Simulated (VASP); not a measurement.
Here is a VASP 6.6.1 calculation.

INCAR

```
  PREC = Accurate
  ENCUT = 520
  EDIFF = 1E-7
  ISMEAR = 0
  SIGMA = 0.05
  LREAL = F
  LASPH = T
  NELM = 80
  ALGO = Normal
  ISIF = 2
  LWAVE = F
  LCHARG = F
  NBANDS = 11
```

The input KPOINTS:

```
regular mesh
0
Gamma
  12 12 12
```

File POSCAR:

```
Si
1.0
    0.0000000000      2.7987029025      2.6535349594
    2.6501589608      0.0000000000      2.6535349594
    2.6501589608      2.7987029025      0.0000000000
Si
2
Direct
    0.5000000000      0.5000000000      0.5000000000
    0.7500000000      0.7500000000      0.7500000000
```

Potentials or basis: VASP PAW LDA potentials, release 64 (Si).

The run is started by

```bash
$ cat potpaw_LDA.64/Si/POTCAR > POTCAR
$ mpirun -np 1 vasp_std > vasp.out
```

(1) What does it give for the pressure?

(2) Estimate the band gap on the k mesh.

Answers

(1) 0.1 GPa.

(2) 0.14 eV, indirect (least direct gap 2.31 eV).

Caveat: the cell differs from its parent crystal (strain +e along x and -e along y -0.0275, strain +e along z and -e/2 along x and y -0.0175).
